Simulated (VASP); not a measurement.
# Ba15Ti16O48 (a cell with a defect) (vacancy hop of Ba) in VASP: single point with PBE

Aim: the single point of Ba15Ti16O48 (a cell with a defect) (vacancy hop of Ba) with PBE.

All numbers are computed with VASP 6.6.1; they aren't measurements. Logs are shortened: lines on timing, memory, paths and dates and some standing lists are left out, and cuts for length are marked.

## 1. The cell of the first run

The cell holds a defect, 79 atoms: a = 11.587 Å, b = 11.587 Å, c = 11.270 Å, α = 60.90°, β = 60.90°, γ = 58.20°.

## 2. Single point, PBE

Input file INCAR:

```
ALGO = Normal
EDIFF = 1E-6
ENCUT = 520
GGA = PE
GGA_COMPAT = False
ISIF = 2
ISMEAR = -1
LASPH = True
LCHARG = False
LREAL = Auto
LWAVE = False
NBANDS = 360
NELECT = 632.0
NELM = 120
PREC = Accurate
SIGMA = 0.01
```

Input file KPOINTS:

```
k-points
0
Gamma
  1 1 1
```

Input file POSCAR:

```
Ba15Ti16O48
1.0
    0.0000000000      7.9691230600      8.4107998800
    7.9691230600      0.0000000000      8.4107998800
    7.9691230600      7.9691230600      0.0000000000
Ba Ti O
15 16 48
Direct
    0.1396174050      0.1534462792      0.0996256065
    0.1462248205      0.1497785365      0.6032945375
    0.3975753177      0.4032585026      0.8503660085
    0.3660655099      0.4325315434      0.3160814414
    0.3981805632      0.8988700331      0.3558827075
    0.1453034886      0.6493776470      0.5991065243
    0.3927643341      0.9028784294      0.8502469640
    0.6457293597      0.1484385072      0.0992095696
    0.8915461042      0.4015957081      0.3491468711
    0.6465590672      0.1499089377      0.5989591567
    0.9006384146      0.3993738501      0.8524725482
    0.6510464206      0.6531377423      0.0984288925
    0.9022993508      0.8963209013      0.3457503939
    0.6387828081      0.6549468200      0.5978302955
    0.8986983284      0.8967725205      0.8524257156
    0.0188512162      0.0330570453      0.4748496553
    0.2684289192      0.2754072278      0.2151001932
    0.0190111502      0.0292676112      0.9754667793
    0.2778575606      0.2820355610      0.7105383948
    0.0148939648      0.5288595504      0.4654713114
    0.2741357559      0.7942106711      0.2151000070
    0.0332589178      0.5317020928      0.9656094571
    0.2634117702      0.7832910554      0.7332221053
    0.5250375920      0.0355615266      0.4622881075
    0.7588540241      0.2854226351      0.2241533834
    0.5232218662      0.0283898790      0.9672333458
    0.7698802051      0.2846256833      0.7228283288
    0.5126362268      0.5332657237      0.4701975105
    0.7868519459      0.7757159653      0.2114236410
    0.5267477687      0.5439342269      0.9606677111
    0.7752100492      0.7780193922      0.7141293562
    0.1332064802      0.3807062346      0.1174325154
    0.3872399924      0.1399864383      0.3667799863
    0.1309149525      0.3888208707      0.3703484826
    0.3830342008      0.1335847965      0.1200749832
    0.1336822513      0.1344671557      0.3697546978
    0.3842769294      0.3723797609      0.1113356957
    0.1390979968      0.3870307975      0.6185306601
    0.3926956487      0.1404047774      0.8623007825
    0.1429967115      0.3913062162      0.8633285692
    0.3896302160      0.1395207641      0.6157662298
    0.1331060340      0.1325118658      0.8686142230
    0.3874964902      0.3869466179      0.6099811420
    0.1488710823      0.8920869864      0.1109292727
    0.3908474520      0.6355254404      0.3553785701
    0.1497656491      0.8868457463      0.3587407411
    0.4117395343      0.6506865283      0.0907482513
    0.1187410537      0.6371937076      0.3777400484
    0.3896662126      0.8932084430      0.1126767641
    0.1430657804      0.8819854778      0.6154997423
    0.4074180828      0.6359065861      0.8496375461
    0.1448287781      0.8883390685      0.8586748621
    0.3939349702      0.6311120078      0.6062676794
    0.1423809860      0.6350489961      0.8607694158
    0.3820689364      0.8829652044      0.6185652538
    0.6393084980      0.3888998916      0.1080258015
    0.8947822745      0.1319795226      0.3648068829
    0.6423790091      0.3826968604      0.3613628003
    0.8914578350      0.1327720983      0.1118476654
    0.6352986097      0.1405818171      0.3604078113
    0.8779501451      0.3815533684      0.1185579952
    0.6461323776      0.3820631714      0.6130500851
    0.8949191876      0.1326845033      0.8624490817
    0.6486701505      0.3854037930      0.8591005176
    0.8938911921      0.1324207073      0.6136679094
    0.6327943192      0.1356440092      0.8692916581
    0.8853352958      0.3852366061      0.6163152510
    0.6438495269      0.8885056811      0.1170339422
    0.8751342844      0.6401351527      0.3722530285
    0.6371014586      0.8957753408      0.3661892348
    0.8887128032      0.6395825056      0.1136811791
    0.6300794033      0.6315430525      0.3649854162
    0.8866308246      0.8879827927      0.1139698613
    0.6415044401      0.8941848147      0.6132932239
    0.8960668608      0.6389238873      0.8651556594
    0.6400489875      0.8905785608      0.8660120821
    0.8838897446      0.6392934464      0.6188612997
    0.6468663267      0.6383138172      0.8537843610
    0.8882287563      0.8826531114      0.6141100720
```

Potentials or basis: VASP PAW PBE potentials, release 64 (Ba_sv, Ti_sv, O).

Run with:

```
cat potpaw_PBE.64/Ba_sv/POTCAR potpaw_PBE.64/Ti_sv/POTCAR potpaw_PBE.64/O/POTCAR > POTCAR
mpirun -np 1 vasp_gam > vasp.out
```

OUTCAR:

```text
EDIFF = 1E-6
   ENCUT = 520
   GGA = PE
   ISIF = 2
   ISMEAR = -1
   LASPH = True
   LREAL = Auto
   NELECT = 632.0
   NELM = 120
   PREC = Accurate

 ion  position               nearest neighbor table
   1  0.140  0.153  0.100-  32 2.70  40 2.75  42 2.77  61 2.77  35 2.82  39 2.84  49 2.88  36 2.91
                            44 2.91  59 2.94  57 2.97  46 3.04  21 3.36  17 3.44  18 3.46  16 3.51
   2  0.146  0.150  0.603-  34 2.73  33 2.76  38 2.79  36 2.80  67 2.81  41 2.83  42 2.83  55 2.84
                            63 2.97  65 2.98  52 3.00  50 3.06  23 3.44  18 3.49  16 3.49  19 3.49
   3  0.398  0.403  0.850-  37 2.72  53 2.73  54 2.75  51 2.75  62 2.81  66 2.85  64 2.85  43 2.87
                            40 2.96  39 3.01  32 3.10  35 3.14  22 3.41  17 3.43  27 3.49  26 3.52
   4  0.366  0.433  0.316-  37 2.61  48 2.61  47 2.64  34 2.75  45 2.77  56 2.83  33 3.04  38 3.13
                            60 3.19  58 3.19  43 3.20  20 3.32  17 3.37  30 3.38  21 3.44  25 3.69
   5  0.398  0.899  0.356-  35 2.72  33 2.79  55 2.79  68 2.80  70 2.81  49 2.82  36 2.83  72 2.83
                            46 2.94  50 3.00  53 3.02  45 3.10  28 3.43  21 3.46  24 3.48  17 3.53
   6  0.145  0.649  0.599-  48 2.73  46 2.77  79 2.77  50 2.78  53 2.81  45 2.83  43 2.85  54 2.86
                            38 2.98  77 2.99  75 2.99  40 3.03  22 3.43  19 3.44  28 3.45  31 3.47
   7  0.393  0.903  0.850-  41 2.73  42 2.77  55 2.80  74 2.81  39 2.82  47 2.85  76 2.88  49 2.89
                            52 2.92  78 2.92  44 2.93  51 3.01  30 3.36  21 3.42  23 3.43  26 3.50
   8  0.646  0.148  0.099-  66 2.74  37 2.75  64 2.76  56 2.80  63 2.81  59 2.83  73 2.83  60 2.84
                            68 2.93  70 3.01  35 3.03  33 3.05  24 3.40  29 3.49  18 3.50  26 3.51
   9  0.892  0.402  0.349-  32 2.74  71 2.74  72 2.78  69 2.80  61 2.80  34 2.82  36 2.88  67 2.89
[... 35 lines left out ...]
  27  0.770  0.285  0.723-  67 1.82  62 1.88  64 1.90  65 2.10  63 2.12  66 2.41  14 3.47   3 3.49
                             9 3.50  11 3.52   2 3.52   8 3.54  10 3.58  15 3.64
  28  0.513  0.533  0.470-  72 1.82  53 1.88  45 1.90  58 2.08  62 2.21  43 2.29   5 3.43   6 3.45
                            12 3.49  14 3.52   9 3.55   3 3.56  10 3.59   4 3.77
  29  0.787  0.776  0.211-  73 1.79  71 1.89  68 1.91  69 2.03  70 2.20  15 3.36  13 3.47  12 3.49
                             8 3.49   9 3.52  14 3.63   5 3.65
  30  0.527  0.544  0.961-  78 1.81  51 1.86  47 1.89  64 2.10  56 2.10   7 3.36   4 3.38  14 3.40
                            12 3.48  11 3.50   3 3.58   8 3.72
  31  0.775  0.778  0.714-  79 1.83  74 1.88  77 1.88  76 2.12  75 2.17  78 2.26  13 3.45   6 3.47
                            10 3.49  14 3.53  11 3.55  15 3.56   7 3.59  12 3.60
  32  0.133  0.381  0.117-  17 1.87  22 2.05   1 2.70   9 2.74   3 3.10
  33  0.387  0.140  0.367-  24 1.88  17 2.16   2 2.76   5 2.79   4 3.04   8 3.05
  34  0.131  0.389  0.370-  20 1.89  17 2.16   2 2.73   4 2.75   9 2.82
  35  0.383  0.134  0.120-  17 1.91  26 2.08   5 2.72   1 2.82   8 3.03   3 3.14
  36  0.134  0.134  0.370-  16 1.82  17 2.33   2 2.80   5 2.83   9 2.88   1 2.91
  37  0.384  0.372  0.111-  17 1.79   4 2.61   3 2.72   8 2.75
  38  0.139  0.387  0.619-  19 1.86  20 2.22  11 2.73   2 2.79   6 2.98   4 3.13
  39  0.393  0.140  0.862-  26 1.88  19 2.14   7 2.82   1 2.84  10 3.00   3 3.01
  40  0.143  0.391  0.863-  22 1.95  19 2.10   1 2.75  11 2.82   3 2.96   6 3.03
  41  0.390  0.140  0.616-  19 1.91  24 2.07   7 2.73   2 2.83  10 2.95
  42  0.133  0.133  0.869-  18 1.83   7 2.77   1 2.77  11 2.83   2 2.83
  43  0.387  0.387  0.610-  19 1.81  28 2.29  10 2.80   6 2.85   3 2.87   4 3.20
  44  0.149  0.892  0.111-  21 1.84  18 2.12  13 2.79   1 2.91   7 2.93
  45  0.391  0.636  0.355-  28 1.90  21 2.08   4 2.77   6 2.83  12 3.02   5 3.10
  46  0.150  0.887  0.359-  21 1.91  16 2.10   6 2.77  13 2.88   5 2.94   1 3.04
  47  0.412  0.651  0.091-  30 1.89  21 2.14   4 2.64  12 2.83   7 2.85
  48  0.119  0.637  0.378-  20 1.80   4 2.61  13 2.71   6 2.73
  49  0.390  0.893  0.113-  21 1.81  26 2.26   5 2.82  12 2.83   1 2.88   7 2.89
  50  0.143  0.882  0.615-  23 1.91  16 2.12   6 2.78  15 2.78   5 3.00   2 3.06
  51  0.407  0.636  0.850-  30 1.86  23 2.09   3 2.75  14 2.81   7 3.01
  52  0.145  0.888  0.859-  23 1.84  18 2.06  15 2.84   7 2.92   2 3.00
  53  0.394  0.631  0.606-  28 1.88  23 2.23   3 2.73   6 2.81  14 2.94   5 3.02
  54  0.142  0.635  0.861-  22 1.79  23 2.27   3 2.75  15 2.85   6 2.86
  55  0.382  0.883  0.619-  23 1.84  14 2.74   5 2.79   7 2.80   2 2.84
  56  0.639  0.389  0.108-  25 1.89  30 2.10   8 2.80   4 2.83  11 3.01  12 3.08
  57  0.895  0.132  0.365-  16 1.88  25 2.21  10 2.79  13 2.79   1 2.97   9 3.02
  58  0.642  0.383  0.361-  25 1.88  28 2.08  10 2.72   9 2.94  12 3.10   4 3.19
  59  0.891  0.133  0.112-  18 1.92  25 2.12  13 2.72   8 2.83   1 2.94  11 3.06
  60  0.635  0.141  0.360-  24 1.81  25 2.26  10 2.81   8 2.84  13 2.89   4 3.19
  61  0.878  0.382  0.119-  25 1.81   1 2.77  11 2.79   9 2.80  12 2.83
  62  0.646  0.382  0.613-  27 1.88  28 2.21  10 2.77   3 2.81   9 2.96  14 3.04
  63  0.895  0.133  0.862-  18 1.90  27 2.12  15 2.77   8 2.81   2 2.97  11 3.07
  64  0.649  0.385  0.859-  27 1.90  30 2.10   8 2.76   3 2.85  11 2.97  14 3.07
[... 275 lines left out ...]
   ICHARG =      2    charge: 1-file 2-atom 10-const
   ISPIN  =      1    spin polarized calculation?
   LNONCOLLINEAR =      F non collinear calculations
   LSORBIT =      F    spin-orbit coupling
   LASPH  =      T    aspherical Exc in radial PAW
   ENCUT  =  520.0 eV  38.22 Ry    6.18 a.u.  21.54 21.54 20.95*2*pi/ulx,y,z
   NELM   =    120;   NELMIN=  2; NELMDL= -5     # of ELM steps
   EDIFF  = 0.1E-05   stopping-criterion for ELM
   LREAL  =      T    real-space projection
   EDIFFG = 0.1E-04   stopping-criterion for IOM
   NSW    =      0    number of steps for IOM
   IBRION =     -1    ionic relax: 0-MD 1-quasi-New 2-CG
   NFREE  =      0    steps in history (QN), initial steepest desc. (CG)
   ISIF   =      2    stress and relaxation
   ISYM   =      2    0-nonsym 1-usesym 2-fastsym
   POTIM  = 0.5000    time-step for ionic-motion
   TEBEG  =    0.0;   TEEND  =   0.0 temperature during run
   PSTRESS=    0.0 pullay stress
   NELECT =     632.0000    total number of electrons
   NUPDOWN=      -1.0000    fix difference up-down
   EMIN   =  10.00;   EMAX   =-10.00  energy-range for DOS
   EFERMI =   0.00;   METHOD = LEGACY
   ISMEAR =    -1;   SIGMA  =   0.01  broadening in eV -4-tet -1-fermi 0-gaus
   EFERMI_NEDOS =   21; number of points for ismear=-14 and -15
   IALGO  =     38    algorithm
   IMIX   =      4    mixing-type and parameters
     AMIX     =   0.40;   BMIX     =  1.00
     AMIX_MAG =   1.60;   BMIX_MAG =  1.00
  volume/ion in A,a.u.               =      13.52        91.26
  Fermi-wavevector in a.u.,A,eV,Ry     =   1.374309  2.597068 25.697668  1.888725
  Thomas-Fermi vector in A             =   2.499747
   LORBIT       =      0    0 simple, 1 ext, 2 COOP (PROOUT), +10 PAW based schemes
   GGA     = PE    functional components
[... 5 lines left out ...]
 non-spin polarized calculation
  energy-cutoff  :      520.00
  volume of cell :     1068.29
 maximum number of plane-waves:     14416
 NGX is ok and might be reduce to    90
   NGX = 43   NGY = 43   NGZ = 41

 number of electron     631.9999981 magnetization

 Free energy of the ion-electron system (eV)
  ---------------------------------------------------
  ext. energy  EPLUGINS =         0.00000000
  ---------------------------------------------------
  free energy    TOTEN  =      -622.15573575 eV

  energy without entropy =     -622.15573575  energy(sigma->0) =     -622.15573575

 E-fermi :   3.8098     XC(G=0): -10.8580

 val. band max:        3.4767931513   @ k =   0.0000   0.0000   0.0000
 cond. band min:       5.8046613450   @ k =   0.0000   0.0000   0.0000
 fundamental gap:      2.3278681937
 Fermi energy:         3.8098310261

 k-point     1 :       0.0000    0.0000    0.0000
  band No.  band energies     occupation
      1     -53.0333      2.00000
      2     -53.0058      2.00000
      3     -52.9883      2.00000
      4     -52.9867      2.00000
      5     -52.9838      2.00000
      6     -52.9735      2.00000
[... 320 lines left out ...]
    327       6.6475      0.00000
    328       6.6637      0.00000
 [bands above 328 left out]

------------------------ aborting loop because EDIFF is reached ----------------------------------------

  FORCE on cell =-STRESS in cart. coord.  units (eV):
  Direction    XX          YY          ZZ          XY          YZ          ZX
  --------------------------------------------------------------------------------------
  -------------------------------------------------------------------------------------
  Total       38.3126048     39.2031998     36.6456519     -0.1385527     -5.3294552     -0.4045462
  in kB       57.4597723     58.7954524     54.9597403     -0.2077960     -7.9929120     -0.6067228
  external PRESSURE =      57.0716550 kB  Pullay stress =       0.0000000 kB

 VOLUME and BASIS-vectors are now :
 -----------------------------------------------------------------------------
  energy-cutoff  :      520.00
  volume of cell :     1068.29
      direct lattice vectors                 reciprocal lattice vectors
     0.000000000  7.969123060  8.410799880    -0.062742161  0.062742161  0.059447378
     7.969123060  0.000000000  8.410799880     0.062742161 -0.062742161  0.059447378
     7.969123060  7.969123060  0.000000000     0.062742161  0.062742161 -0.059447378

 POSITION                                       TOTAL-FORCE (eV/Angst)
 -----------------------------------------------------------------------------------
      2.01676      1.90656      2.46490        -0.017815      0.061821     -0.018457
      6.00133      5.97301      2.48962        -0.015644     -0.019300     -0.050107
      9.99029      9.94500      6.73565         0.005342     -0.000283     -0.056953
      5.96579      5.43611      6.71684        -0.020121      1.278123     -0.177874
      9.99928      6.00922     10.90923        -0.004071     -0.054207     -0.027424
      9.94932      5.93229      6.68390         0.012515     -0.004563     -0.022054
[... 71 lines left out ...]
     11.89071     11.95887     10.80939         0.100170     -0.016662     -0.070768
     11.92789     11.97232     14.89453         0.024987     -0.032973      0.034414
 -----------------------------------------------------------------------------------
    total drift:                               -0.009213     -0.042628     -0.019342

  FREE ENERGIE OF THE ION-ELECTRON SYSTEM (eV)
  ---------------------------------------------------
  free  energy   TOTEN  =      -622.1557357548 eV

  energy  without entropy=     -622.1557357548  energy(sigma->0) =     -622.15573575
```

Run time: 20 min. Hardware: 1 thread of Intel Xeon Platinum 8375C at 2.90GHz (Ice Lake), shared host; peak memory 1.3 GiB.

Results:

```yaml
Free_energy: -622.1557 eV
Largest_force: 1.291 eV/Å
```

Forces on the atoms (eV/Å):
```
Ba  -0.018  0.062 -0.018
Ba  -0.016 -0.019 -0.050
Ba   0.005  0.000 -0.057
Ba  -0.020  1.278 -0.178
Ba  -0.004 -0.054 -0.027
Ba   0.013 -0.005 -0.022
Ba   0.000  0.036 -0.029
Ba   0.015 -0.005 -0.056
Ba   0.007  0.034 -0.022
Ba  -0.003  0.034 -0.049
Ba   0.019 -0.056 -0.043
Ba  -0.012 -0.043 -0.092
Ba  -0.012  0.003 -0.047
Ba   0.000  0.055 -0.011
Ba  -0.012  0.005 -0.045
Ti  -0.043  0.012 -0.069
Ti   0.172  0.007  0.095
Ti  -0.014  0.039 -0.044
Ti   0.055  0.050 -0.113
Ti  -0.039  0.012  0.097
Ti  -0.137 -0.054 -0.210
Ti   0.047 -0.020 -0.088
Ti  -0.081  0.008 -0.018
Ti  -0.003  0.014 -0.133
Ti  -0.065  0.062 -0.042
Ti   0.029  0.042 -0.052
Ti  -0.034 -0.005 -0.085
Ti  -0.025  0.088 -0.029
Ti   0.024 -0.011 -0.101
Ti   0.088 -0.028 -0.264
Ti   0.059  0.062 -0.050
O    0.010 -0.041  0.114
O    0.024 -0.037  0.097
O   -0.123  0.014  0.082
O    0.021 -0.019  0.135
O   -0.012 -0.037  0.063
O    0.180 -0.025  0.207
O   -0.051 -0.080  0.097
O    0.021 -0.038 -0.009
O   -0.042 -0.023  0.034
O   -0.005 -0.029  0.038
O    0.014 -0.062  0.081
O   -0.037 -0.049  0.057
O    0.015 -0.147  0.032
O    0.019  0.033  0.029
O   -0.001 -0.025 -0.043
O    0.071 -0.024 -0.354
O   -0.182 -0.008  0.230
O   -0.044 -0.010 -0.039
O   -0.013 -0.062  0.040
O    0.016 -0.110  0.008
O    0.064  0.001  0.016
O    0.058 -0.014  0.032
O    0.028 -0.025  0.078
O    0.018 -0.039  0.065
O   -0.010  0.019  0.009
O   -0.013 -0.059  0.020
O    0.026 -0.075 -0.021
O    0.040 -0.043  0.034
O    0.054 -0.033  0.056
O    0.006 -0.004  0.079
O    0.003 -0.058  0.020
O    0.017 -0.063  0.034
O    0.028 -0.029 -0.009
O    0.024 -0.028  0.047
O   -0.032 -0.027  0.056
O   -0.030 -0.034  0.071
O    0.010 -0.055  0.001
O   -0.052 -0.020  0.121
O   -0.061  0.001  0.039
O   -0.029 -0.015  0.042
O    0.010  0.016  0.089
O   -0.023 -0.020  0.085
O   -0.007 -0.046 -0.031
O   -0.016 -0.059 -0.013
O   -0.018 -0.025  0.002
O   -0.095 -0.039  0.070
O    0.100 -0.017 -0.071
O    0.025 -0.033  0.034
```

Caveat: the k points lie up to 0.67 Å⁻¹ apart; the cell carries a net charge on a neutralising background, which shifts energy and pressure; the cell is charged against a uniform background, so pressure and absolute levels hang on convention; spin-orbit coupling is left out, which moves the levels of the heavy elements.
